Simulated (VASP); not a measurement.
# Mg2Sn (Fm-3m) in VASP: further runs

The runs below take Mg2Sn through single point, relaxation of cell and atoms, with PBE.

Everything below comes from runs of VASP 6.6.1. Logs are shortened: lines on timing, memory, paths and dates and some standing lists are left out, and cuts for length are marked.

## Step 1: The cell of the first run

It takes space group Fm-3m (No. 225, cubic). The conventional cell has a = 6.760 Å, b = 6.760 Å, c = 6.760 Å, α = 90.00°, β = 90.00°, γ = 90.00°. Mg (site symmetry -43m) has 4 Sn at 2.93 Å and 6 Mg at 3.38 Å within 3.9 Å. Within 3.9 Å of Sn (site symmetry m-3m) lie 8 Mg at 2.93 Å.

## Step 2: Single point, PBE

The input, INCAR:

```
SYSTEM = Mg2Sn
ALGO     = Normal         ! electronic algorithm
EDIFF    = 1E-6           ! SCF threshold, eV
ENCUT    = 600            ! plane-wave cutoff, eV
GGA      = PE             ! functional
GGA_COMPAT= .FALSE.      
ISIF     = 2              ! what is computed and relaxed
ISMEAR   = 0              ! smearing method
LASPH    = .TRUE.         ! aspherical terms in the spheres
LCHARG   = .FALSE.        ! write CHGCAR
LREAL    = .FALSE.        ! projectors in reciprocal space
LWAVE    = .FALSE.        ! write WAVECAR
NBANDS   = 16             ! bands
NELM     = 120            ! most SCF steps
PREC     = Accurate       ! precision mode
SIGMA    = 0.1            ! smearing width, eV
```

The input, KPOINTS:

```
k-points
0
G
  6 6 6
  0 0 0
```

The input, POSCAR:

```
Mg2Sn
1.0
    0.0000000000      3.3801536900      3.3801536900
    3.3801536900      0.0000000000      3.3801536900
    3.3801536900      3.3801536900      0.0000000000
Mg Sn
2 1
Direct
    0.2500000000      0.2500000000      0.2500000000
    0.7500000000      0.7500000000      0.7500000000
    0.0000000000      0.0000000000      0.0000000000
```

Potentials or basis: VASP PAW PBE potentials, release 64 (Mg, Sn_d).

Run with:

```
cat potpaw_PBE.64/Mg/POTCAR potpaw_PBE.64/Sn_d/POTCAR > POTCAR
mpirun -np 1 vasp_std > vasp.out
```

OUTCAR:

```text
SYSTEM = Mg2Sn
   EDIFF = 1E-6
   ENCUT = 600
   GGA = PE
   ISIF = 2
   ISMEAR = 0
   LASPH = .TRUE.
   LREAL = .FALSE.
   NELM = 120
   PREC = Accurate

 ion  position               nearest neighbor table
   1  0.250  0.250  0.250-   3 2.93   3 2.93   3 2.93   3 2.93   2 3.38   2 3.38   2 3.38   2 3.38
                             2 3.38   2 3.38
   2  0.750  0.750  0.750-   3 2.93   3 2.93   3 2.93   3 2.93   1 3.38   1 3.38   1 3.38   1 3.38
                             1 3.38   1 3.38
   3  0.000  0.000  0.000-   2 2.93   2 2.93   2 2.93   1 2.93   2 2.93   1 2.93   1 2.93   1 2.93

  LATTYP: Found a face centered cubic cell.
 ALAT       =     6.7603073800

  Lattice vectors:

 A1 = (   0.0000000000,   3.3801536900,   3.3801536900)
 A2 = (   3.3801536900,   0.0000000000,   3.3801536900)
 A3 = (   3.3801536900,   3.3801536900,   0.0000000000)

Analysis of symmetry for initial positions (statically):
=====================================================================
 Subroutine PRICEL returns:
 Original cell was already a primitive cell.

 Routine SETGRP: Setting up the symmetry group for a
 face centered cubic supercell.

 Subroutine GETGRP returns: Found 48 space group operations
 (whereof 48 operations were pure point group operations)
 out of a pool of 48 trial point group operations.

The static configuration has the point symmetry O_h .

Analysis of symmetry for dynamics (positions and initial velocities):
=====================================================================
 Subroutine PRICEL returns:
 Original cell was already a primitive cell.

 Routine SETGRP: Setting up the symmetry group for a
 face centered cubic supercell.

 Subroutine GETGRP returns: Found 48 space group operations
 (whereof 48 operations were pure point group operations)
 out of a pool of 48 trial point group operations.

The dynamic configuration has the point symmetry O_h .

 Subroutine INISYM returns: Found 48 space group operations
 (whereof 48 operations are pure point group operations),
 and found     1 'primitive' translations

----------------------------------------------------------------------------------------

                                     Primitive cell

  volume of cell :      77.2395

  direct lattice vectors                    reciprocal lattice vectors
     0.000000000  3.380153690  3.380153690    -0.147922268  0.147922268  0.147922268
     3.380153690  0.000000000  3.380153690     0.147922268 -0.147922268  0.147922268
     3.380153690  3.380153690  0.000000000     0.147922268  0.147922268 -0.147922268

  length of vectors
     4.780259191  4.780259191  4.780259191     0.256208884  0.256208884  0.256208884

  position of ions in fractional coordinates (direct lattice)
     0.250000000  0.250000000  0.250000000
     0.750000000  0.750000000  0.750000000
     0.000000000  0.000000000  0.000000000

  ion indices of the primitive-cell ions
   primitive index   ion index
                 1           1
                 2           2
                 3           3

----------------------------------------------------------------------------------------

 KPOINTS: k-points

Automatic generation of k-mesh.
 Grid dimensions read from file:
 generate k-points for:    6    6    6

 Generating k-lattice:

  Cartesian coordinates                     Fractional coordinates (reciprocal lattice)
    -0.024653711  0.024653711  0.024653711     0.166666667  0.000000000  0.000000000
     0.024653711 -0.024653711  0.024653711     0.000000000  0.166666667  0.000000000
     0.024653711  0.024653711 -0.024653711     0.000000000  0.000000000  0.166666667

  Length of vectors
     0.042701481  0.042701481  0.042701481

  Shift w.r.t. Gamma in fractional coordinates (k-lattice)
     0.000000000  0.000000000  0.000000000

 Subroutine IBZKPT returns following result:
 ===========================================

 Found     16 irreducible k-points:

 Following reciprocal coordinates:
            Coordinates               Weight
  0.000000  0.000000  0.000000      1.000000
  0.166667  0.000000  0.000000      8.000000
  0.333333  0.000000  0.000000      8.000000
  0.500000  0.000000  0.000000      4.000000
  0.166667  0.166667  0.000000      6.000000
  0.333333  0.166667  0.000000     24.000000
[... 8 lines left out ...]
 -0.333333  0.333333  0.166667     24.000000
 -0.333333  0.500000  0.166667     12.000000
   k-points           NKPTS =     16   k-points in BZ     NKDIM =     16   number of bands    NBANDS=     16
   number of dos      NEDOS =    301   number of ions     NIONS =      3
   total plane-waves  NPLWV =  64000
   dimension x,y,z NGX =    40 NGY =   40 NGZ =   40
   dimension x,y,z NGXF=    80 NGYF=   80 NGZF=   80
   ions per type =               2   1
   NGX,Y,Z   is equivalent  to a cutoff of  13.91, 13.91, 13.91 a.u.
   NGXF,Y,Z  is equivalent  to a cutoff of  27.82, 27.82, 27.82 a.u.
 SYSTEM =  Mg2Sn
   PREC   = accura    normal or accurate (medium, high low for compatibility)
   ISTART =      0    job   : 0-new  1-cont  2-samecut
   ICHARG =      2    charge: 1-file 2-atom 10-const
   ISPIN  =      1    spin polarized calculation?
   LNONCOLLINEAR =      F non collinear calculations
   LSORBIT =      F    spin-orbit coupling
   LASPH  =      T    aspherical Exc in radial PAW
   ENCUT  =  600.0 eV  44.10 Ry    6.64 a.u.   9.55  9.55  9.55*2*pi/ulx,y,z
   NELM   =    120;   NELMIN=  2; NELMDL= -5     # of ELM steps
   EDIFF  = 0.1E-05   stopping-criterion for ELM
   LREAL  =      F    real-space projection
   EDIFFG = 0.1E-04   stopping-criterion for IOM
   NSW    =      0    number of steps for IOM
   IBRION =     -1    ionic relax: 0-MD 1-quasi-New 2-CG
   NFREE  =      0    steps in history (QN), initial steepest desc. (CG)
   ISIF   =      2    stress and relaxation
   ISYM   =      2    0-nonsym 1-usesym 2-fastsym
   POTIM  = 0.5000    time-step for ionic-motion
   TEBEG  =    0.0;   TEEND  =   0.0 temperature during run
   PSTRESS=    0.0 pullay stress
   NELECT =      18.0000    total number of electrons
   NUPDOWN=      -1.0000    fix difference up-down
   EMIN   =  10.00;   EMAX   =-10.00  energy-range for DOS
   EFERMI =   0.00;   METHOD = LEGACY
   ISMEAR =     0;   SIGMA  =   0.10  broadening in eV -4-tet -1-fermi 0-gaus
   EFERMI_NEDOS =   21; number of points for ismear=-14 and -15
   IALGO  =     38    algorithm
   IMIX   =      4    mixing-type and parameters
     AMIX     =   0.40;   BMIX     =  1.00
     AMIX_MAG =   1.60;   BMIX_MAG =  1.00
  volume/ion in A,a.u.               =      25.75       173.75
  Fermi-wavevector in a.u.,A,eV,Ry     =   1.007440  1.903786 13.809036  1.014935
  Thomas-Fermi vector in A             =   2.140245
   LORBIT       =      0    0 simple, 1 ext, 2 COOP (PROOUT), +10 PAW based schemes
   GGA     = PE    functional components
   LHFCALC =     F    Hartree Fock is set to
   AEXX    =    0.0000 exact exchange contribution
   IVDW    =     0    specifies the selected vdW correction
   LEPSILON=     F    determine dielectric tensor
   LRPA    =     F    only Hartree local field effects (RPA)
 non-spin polarized calculation
 Gauss-broadening in eV      SIGMA  =   0.10
  energy-cutoff  :      600.00
  volume of cell :       77.24
 maximum number of plane-waves:      2637
 NGX is ok and might be reduce to    40
   NGX = 19   NGY = 19   NGZ = 19

 number of electron      18.0000002 magnetization

 Free energy of the ion-electron system (eV)
  ---------------------------------------------------
  ext. energy  EPLUGINS =         0.00000000
  ---------------------------------------------------
  free energy    TOTEN  =        -7.40268965 eV

  energy without entropy =       -7.40184534  energy(sigma->0) =       -7.40226750

 E-fermi :   4.2085     XC(G=0):  -8.7581

 val. band max:        4.1260693748   @ k =   0.5000   0.5000   0.0000
 cond. band min:       4.2893727255   @ k =   0.0000   0.0000   0.0000
 fundamental gap:      0.1633033507
 Fermi energy:         4.2085017379

 k-point     1 :       0.0000    0.0000    0.0000
  band No.  band energies     occupation
      1     -16.6781      2.00000
      2     -16.6781      2.00000
      3     -16.6781      2.00000
      4     -16.6395      2.00000
      5     -16.6395      2.00000
      6      -4.8223      2.00000
[... 8 lines left out ...]
     15       9.7361      0.00000
     16       9.7361      0.00000

 k-point     2 :       0.1667    0.0000    0.0000
  band No.  band energies     occupation
      1     -16.6779      2.00000
      2     -16.6772      2.00000
      3     -16.6772      2.00000
      4     -16.6394      2.00000
      5     -16.6394      2.00000
      6      -4.5993      2.00000
[... 8 lines left out ...]
     15       8.6865      0.00000
     16       9.2143      0.00000

 k-point     3 :       0.3333    0.0000    0.0000
  band No.  band energies     occupation
      1     -16.6776      2.00000
      2     -16.6756      2.00000
      3     -16.6756      2.00000
      4     -16.6391      2.00000
      5     -16.6391      2.00000
      6      -4.0096      2.00000
[... 8 lines left out ...]
     15       9.4984      0.00000
     16       9.8855      0.00000

 k-point     4 :       0.5000    0.0000    0.0000
  band No.  band energies     occupation
      1     -16.6774      2.00000
      2     -16.6748      2.00000
      3     -16.6748      2.00000
      4     -16.6389      2.00000
      5     -16.6389      2.00000
      6      -3.5570      2.00000
[... 8 lines left out ...]
     15      11.1808      0.00000
     16      11.8012      0.00000
[... 172 lines left out ...]
 k-point    14 :       0.5000    0.3333    0.1667
  band No.  band energies     occupation
      1     -16.6784      2.00000
      2     -16.6746      2.00000
      3     -16.6731      2.00000
      4     -16.6403      2.00000
      5     -16.6379      2.00000
      6      -3.5371      2.00000
[... 8 lines left out ...]
     15      11.0970      0.00000
     16      11.7797      0.00000

 k-point    15 :      -0.3333    0.3333    0.1667
  band No.  band energies     occupation
      1     -16.6765      2.00000
      2     -16.6760      2.00000
      3     -16.6723      2.00000
      4     -16.6400      2.00000
      5     -16.6380      2.00000
      6      -3.1794      2.00000
[... 8 lines left out ...]
     15      11.5743      0.00000
     16      12.0271      0.00000

 k-point    16 :      -0.3333    0.5000    0.1667
  band No.  band energies     occupation
      1     -16.6789      2.00000
      2     -16.6738      2.00000
      3     -16.6713      2.00000
      4     -16.6408      2.00000
      5     -16.6373      2.00000
      6      -3.0215      2.00000
[... 8 lines left out ...]
     15      12.1929      0.00000
     16      12.5506      0.00000

------------------------ aborting loop because EDIFF is reached ----------------------------------------

  FORCE on cell =-STRESS in cart. coord.  units (eV):
  Direction    XX          YY          ZZ          XY          YZ          ZX
  --------------------------------------------------------------------------------------
  -------------------------------------------------------------------------------------
  Total        0.4627358      0.4627358      0.4627358     -0.0000000      0.0000000     -0.0000000
  in kB        9.5985216      9.5985216      9.5985216     -0.0000000      0.0000000     -0.0000000
  external PRESSURE =       9.5985216 kB  Pullay stress =       0.0000000 kB

 VOLUME and BASIS-vectors are now :
 -----------------------------------------------------------------------------
  energy-cutoff  :      600.00
  volume of cell :       77.24
      direct lattice vectors                 reciprocal lattice vectors
     0.000000000  3.380153690  3.380153690    -0.147922268  0.147922268  0.147922268
     3.380153690  0.000000000  3.380153690     0.147922268 -0.147922268  0.147922268
     3.380153690  3.380153690  0.000000000     0.147922268  0.147922268 -0.147922268

 POSITION                                       TOTAL-FORCE (eV/Angst)
 -----------------------------------------------------------------------------------
      1.69008      1.69008      1.69008         0.000000      0.000000      0.000000
      5.07023      5.07023      5.07023        -0.000000     -0.000000     -0.000000
      0.00000      0.00000      0.00000        -0.000000     -0.000000      0.000000
 -----------------------------------------------------------------------------------
    total drift:                               -0.000000      0.000000     -0.000000

  FREE ENERGIE OF THE ION-ELECTRON SYSTEM (eV)
  ---------------------------------------------------
  free  energy   TOTEN  =        -7.4026896496 eV

  energy  without entropy=       -7.4018453411  energy(sigma->0) =       -7.40226750
```

It took 39 s on 1 thread of Intel Xeon 8259CL, shared host; peak memory 0.25 GiB.

What came out:

* Free energy: -7.4027 eV
* Pressure: 1.0 GPa
* Band gap on the k mesh: zero (bands 9 and 10 overlap by 0.16 eV)

Levels at points of the mesh, in eV from the Fermi level:
| k point | band 7 | band 8 | band 9 | band 10 | band 11 | band 12 |
| --- | --- | --- | --- | --- | --- | --- |
| (0.00, 0.00, 0.00) | 0.08 | 0.08 | 0.08 | 1.50 | 2.22 | 2.22 |
| (0.50, 0.00, 0.00) | -4.74 | -0.75 | -0.75 | 0.74 | 2.29 | 2.29 |
| (0.50, 0.50, 0.00) | -4.52 | -2.03 | -2.03 | -0.08 | 0.24 | 7.30 |

Caveat: spin-orbit coupling is left out, which moves the levels of the heavy elements.

## Step 3: Single point, PBE

This run uses another cell than the first one, of 26.39 Å³/atom.

The input, INCAR:

```
SYSTEM = Mg2Sn
ALGO = Normal ; EDIFF = 1E-6
ENCUT = 600 ; GGA = PE
GGA_COMPAT = .False. ; ISIF = 2
ISMEAR = 0 ; LASPH = .True.
LCHARG = .False. ; LREAL = .False.
LWAVE = .False. ; NBANDS = 16
NELM = 120 ; PREC = Accurate
SIGMA = 0.1
```

The input, KPOINTS:

```
k-points
0
Gamma
  12 12 12
  0 0 0
```

The input, POSCAR:

```
Mg2Sn
1.0
    0.0000000000      3.4082657330      3.4082657330
    3.4082657330      0.0000000000      3.4082657330
    3.4082657330      3.4082657330      0.0000000000
Mg Sn
2 1
Direct
    0.2500000000      0.2500000000      0.2500000000
    0.7500000000      0.7500000000      0.7500000000
    0.0000000000      0.0000000000      0.0000000000
```

Potentials or basis: VASP PAW PBE potentials, release 64 (Mg, Sn_d).

Run with:

```
cat potpaw_PBE.64/Mg/POTCAR potpaw_PBE.64/Sn_d/POTCAR > POTCAR
mpirun -np 1 vasp_std > vasp.out
```

Run time: 2.2 min. Hardware: 1 thread of Intel Xeon 8259CL, shared host; peak memory 0.32 GiB.

The run converged. Its results:

* Free energy: -7.4350 eV
* Pressure: 0.0 GPa
* Band gap on the k mesh: zero (bands 9 and 10 overlap by 0.20 eV)

Levels at points of the mesh, in eV from the Fermi level:
| k point | band 7 | band 8 | band 9 | band 10 | band 11 | band 12 |
| --- | --- | --- | --- | --- | --- | --- |
| (0.00, 0.00, 0.00) | 0.05 | 0.05 | 0.05 | 1.33 | 2.16 | 2.16 |
| (0.50, 0.00, 0.00) | -4.69 | -0.77 | -0.77 | 0.62 | 2.25 | 2.25 |
| (0.50, 0.50, 0.00) | -4.48 | -2.02 | -2.02 | -0.15 | 0.23 | 7.15 |

Caveat: spin-orbit coupling is left out, which moves the levels of the heavy elements.

[end of part 1 of 2]

The gap in the log of VASP goes by the Fermi energy; the results here count the filled bands.